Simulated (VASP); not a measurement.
Here is a VASP 6.6.1 calculation.

POSCAR

```
Ir
1.0
    2.7232864412      0.0000000000      0.0000000000
   -1.3616432206      2.3584352398      0.0000000000
    0.0000000000      0.0000000000      4.4408142772
Ir
2
Direct
    0.6666666667      0.3333333333      0.7500000000
    0.3333333333      0.6666666667      0.2500000000
```

The input INCAR.step1:

```
PREC = Accurate ; ENCUT = 520
ISMEAR = 0 ; SIGMA = 0.1
LREAL = F ; LASPH = T
NELM = 60 ; NBANDS = 16
GGA = PE ; ALGO = Normal
EDIFF = 1E-4 ; LWAVE = T
LCHARG = F
```

File INCAR.step2:

```
PREC = Accurate ; ENCUT = 520
EDIFF = 1E-7 ; ISMEAR = 0
SIGMA = 0.1 ; LREAL = F
LASPH = T ; NELM = 60
ALGO = Normal ; ISIF = 2
LWAVE = F ; LCHARG = F
METAGGA = R2SCAN ; LMIXTAU = T
NBANDS = 16 ; ISTART = 1
```

File KPOINTS:

```
Automatic mesh
0
Gamma
  12 12 6
```

Potentials or basis: VASP PAW PBE potentials, release 64 (Ir).

Run with:

```console
$ cat potpaw_PBE.64/Ir/POTCAR > POTCAR
$ cp INCAR.step1 INCAR
$ mpirun -np 1 vasp_std > vasp.out
$ cp INCAR.step2 INCAR
$ mpirun -np 1 vasp_std > vasp.out
```

Q: What does it give for the pressure?

A: 2.5 GPa.

Q: Predict the band gap on the k mesh.

A: Zero (bands 9 and 10 overlap by 3.44 eV).

Stress tensor (GPa, compression positive):
```
2.20 0.00 0.00
0.00 2.20 0.00
0.00 0.00 3.03
```

Caveat: the PAW data sets were made with another functional, which shifts forces and pressure a little; spin-orbit coupling is left out, which moves the levels of the heavy elements.
